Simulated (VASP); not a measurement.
Ti: elastic constants with PBEsol

The system is Ti.

```xyz
1
Lattice="-1.6410 1.6410 1.6410 1.6410 -1.6410 1.6410 1.6410 1.6410 -1.6410" Properties=species:S:1:pos:R:3 pbc="T T T"
Ti    0.0000    0.0000    0.0000
```

- Program: VASP 6.6.1
- Task: elastic constants
- Functional: PBEsol
- Potentials or basis: VASP PAW PBE potentials, release 64 (Ti_sv)
- Cutoff: 600 eV
- k mesh: 10 × 10 × 10
- Occupations: fermi-dirac, width 0.05 eV
- Spin: no spin polarisation
- Dipole correction: no
- Ions in elastic constants: relaxed
- Further INCAR settings: ALGO = Normal; EDIFF = 1e-08; IBRION = 6; POTIM = 0.015; NSW = 1; ISIF = 3

The elastic constants C11, C12, C44 are 74, 104, 36 GPa. The voigt bulk modulus is 94 GPa.

Elastic tensor in Voigt notation (GPa, in the Cartesian axes of the cell as first typed):
```
 74 104 104   0   0   0
104  74 104   0   0   0
104 104  74   0   0   0
  0   0   0  36   0   0
  0   0   0   0  36   0
  0   0   0   0   0  36
```

Clamped-ion elastic tensor (GPa):
```
 74 104 104   0   0   0
104  74 104   0   0   0
104 104  74   0   0   0
  0   0   0  36   0   0
  0   0   0   0  36   0
  0   0   0   0   0  36
```

It took 2.4 min on 1 thread of Intel(R) Xeon(R) 6975P-C (Granite Rapids) (shared host), peak memory 0.24 GiB.

Caveat: the cell is under stress, which shifts elastic constants; the elastic tensor has a negative eigenvalue, so either the cell is unstable as it stands or the mesh is too thin; the PAW data sets were made with another functional, which shifts forces and pressure a little.
